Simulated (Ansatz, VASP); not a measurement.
## One calculation of RbP2, two programs

```
Rb P
1.0
     3.49173    0.00000    0.00000
     0.00000    3.52903    0.00000
     0.00000    0.00000    5.89893
Rb P
1 2
Direct
  0.50000 0.00000 0.00000
  0.00000 0.00000 0.50000
  0.50000 0.50000 0.50000
```

Alike in both runs: functional PBE; k mesh 6 × 4 × 4; occupations gaussian, width 0.1 eV; no spin polarisation.

Ansatz relaxed the structure, and its values are those at the end. VASP's run is a single point on that final structure, the one shown.

|  | VASP | Ansatz |
| --- | --- | --- |
| version | VASP 6.6.1 | Ansatz 0.2.0 |
| potentials or method | VASP PAW PBE potentials, release 64 (Rb_sv, P), cutoff 520 eV | scalar-relativistic, plane waves, PAW |
| valence electrons in the cell | 19 | 19 |

```csv
,VASP,Ansatz,Ansatz less VASP
gap on the k mesh at the Fermi level (eV),none,none,-
pressure (GPa),0.0,0.0,0.00
```

A gap of «none» marks a metal or a gap that the smearing closes.

The k mesh is coarse, so the values compare programs but aren't converged.
